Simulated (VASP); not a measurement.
Set up this calculation in VASP 6.6.1, as the native input.

```
Task                   : single point
Functional             : PBEsol
Potentials or basis    : VASP PAW PBE potentials, release 64 (Mo_sv, Si)
Cutoff                 : 520 eV
k mesh                 : 5 × 5 × 3
Occupations            : fermi-dirac, width 0.05 eV
Spin                   : no spin polarisation
Hubbard terms          : Mo d U = 8.0 eV
Dipole correction      : no
Further INCAR settings : ALGO = Normal; EDIFF = 1e-06; NBANDS = 43
```

The structure of Si2Mo lies in POSCAR:

```
Si2Mo
1.0
    4.5672713600      0.0000000000      0.0000000000
   -2.2836356800      3.9553730237      0.0000000000
    0.0000000000      0.0000000000      6.5517775274
Mo Si
3 6
Direct
    0.5000000000      0.5000000000      0.8333333333
    0.0000000000      0.5000000000      0.1666666667
    0.5000000000      0.0000000000      0.5000000000
    0.1636356396      0.3272712791      0.5000000000
    0.6727287209      0.8363643604      0.1666666667
    0.8363643604      0.1636356396      0.8333333333
    0.8363643604      0.6727287209      0.5000000000
    0.3272712791      0.1636356396      0.1666666667
    0.1636356396      0.8363643604      0.8333333333
```

These files were run (other wordings do the same):

INCAR

```
  PREC = Accurate
  ENCUT = 520
  EDIFF = 1E-6
  ISMEAR = -1
  SIGMA = 0.05
  LREAL = False
  LASPH = True
  NELM = 150
  ALGO = Normal
  ISIF = 2
  LWAVE = False
  LCHARG = False
  LMAXMIX = 4
  LDAU = True
  LDAUTYPE = 2
  LDAUL = 2 -1
  LDAUU = 8 0
  LDAUJ = 0 0
  LDAUPRINT = 1
  GGA = PS
  NBANDS = 43
```

KPOINTS

```
regular mesh
0
Gamma
  5 5 3
```

Potentials or basis: VASP PAW PBE potentials, release 64 (Mo_sv, Si).

The run is started by

```console
$ cat potpaw_PBE.64/Mo_sv/POTCAR potpaw_PBE.64/Si/POTCAR > POTCAR
$ mpirun -np 1 vasp_std > vasp.out
```

Results of the run:

* Pressure: 7.2 GPa
* Largest force: 0.093 eV/Å
* Band gap on the k mesh: 1.27 eV (least direct gap 1.71 eV)

Caveat: the cell stands under pressure; the PAW data sets were made with another functional, which shifts forces and pressure a little; an odd mesh through Γ misses points on the zone boundary, where band edges can lie; the U is typed as a test and isn't derived for this compound.

Wall time 120 s on 1 thread of Intel Xeon 8259CL, with other jobs on the host, peak memory 0.25 GiB.
